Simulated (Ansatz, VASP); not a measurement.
**Be2Se: VASP beside Ansatz**

```
Be Se
1.0
     3.42153    0.00000    0.00000
    -1.71076    2.96313    0.00000
     0.00000    0.00000    8.30323
Be Se
4 2
Direct
  0.33333 0.66667 0.58170
  0.66667 0.33333 0.08170
  0.33333 0.66667 0.91830
  0.66667 0.33333 0.41830
  0.33333 0.66667 0.25000
  0.66667 0.33333 0.75000
```

Alike in both runs: task relaxation of cell and atoms; functional PBE; k mesh 12 × 12 × 6; occupations gaussian, width 0.1 eV; no spin polarisation.

|  | VASP | Ansatz |
| --- | --- | --- |
| version | VASP 6.6.1 | Ansatz 0.2.0 |
| potentials or method | VASP PAW PBE potentials, release 64 (Be, Se), cutoff 600 eV | scalar-relativistic, plane waves, PAW |
| valence electrons in the cell | 20 | 40 |

|  | VASP | Ansatz | Ansatz less VASP |
| --- | --- | --- | --- |
| gap on the k mesh at the Fermi level, each at its own relaxed structure (eV) | none | none | - |
| relaxed volume (Å³/atom) | 13.96 | 13.93 | -0.028 |
| relaxed cell length with the largest relative difference (Å) | 3.456 | 3.453 | -0.0034 |

A gap of «none» marks a metal or a gap that the smearing closes. VASP's potentials hold 20 valence electrons a cell and Ansatz's 40, so a difference there can come from the potentials and not from the codes.
